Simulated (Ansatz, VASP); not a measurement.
**Ba3Mo: VASP beside Ansatz**

```
CELL_PARAMETERS angstrom
5.32637 0.00000 0.00000
0.00000 5.32637 0.00000
0.00000 0.00000 5.32637
ATOMIC_POSITIONS crystal
Ba 0.00000 0.50000 0.50000
Ba 0.50000 0.00000 0.50000
Ba 0.50000 0.50000 0.00000
Mo 0.00000 0.00000 0.00000
```

Alike in both runs: functional PBE; k mesh 10 × 10 × 10; occupations gaussian, width 0.1 eV; no spin polarisation.

Ansatz relaxed the structure, and its values are those at the end. VASP's run is a single point on that final structure, the one shown.

|  | VASP | Ansatz |
| --- | --- | --- |
| version | VASP 6.6.1 | Ansatz 0.2.0 |
| potentials or method | VASP PAW PBE potentials, release 64 (Ba_sv, Mo_sv), cutoff 520 eV | scalar-relativistic, plane waves, PAW |
| valence electrons in the cell | 44 | 44 |

|  | VASP | Ansatz | Ansatz less VASP |
| --- | --- | --- | --- |
| gap on the k mesh at the Fermi level (eV) | none | none | - |
| pressure (GPa) | 0.6 | 0.0 | -0.62 |

A gap of «none» marks a metal or a gap that the smearing closes. With one functional, cell and mesh, what is left measures potentials, basis and numerics.

Neither program's run includes spin-orbit coupling.
